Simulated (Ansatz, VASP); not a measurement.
B in VASP and in Ansatz

```
B
1.0
     1.79083    0.00000    0.00000
    -0.89541    1.55090    0.00000
     0.00000    0.00000   11.06682
B
2
Direct
  0.33333 0.66667 0.25000
  0.66667 0.33333 0.75000
```

Alike in both runs: task single point; functional RPBE; k mesh 23 × 23 × 4; occupations fermi-dirac, width 0.1 eV; no spin polarisation.

|  | VASP | Ansatz |
| --- | --- | --- |
| version | VASP 6.6.1 | Ansatz 0.2.0 |
| potentials or method | VASP PAW PBE potentials, release 64 (B), cutoff 520 eV | plane waves (420 eV) with PAW, scalar-relativistic |
| valence electrons in the cell | 6 | 6 |

Ansatz gave:

```
pressure (GPa)                                                : -11.4
traceless stress, the component that is largest in VASP (GPa) : 11.35
```

Problem. What did VASP give for the same quantities?

Solution. Pressure (GPa): -11.5; traceless stress, the component that is largest in VASP (GPa): 11.42.

VASP's potentials were made for PBE, not for RPBE. With one functional, cell and mesh, what is left measures potentials, basis and numerics.
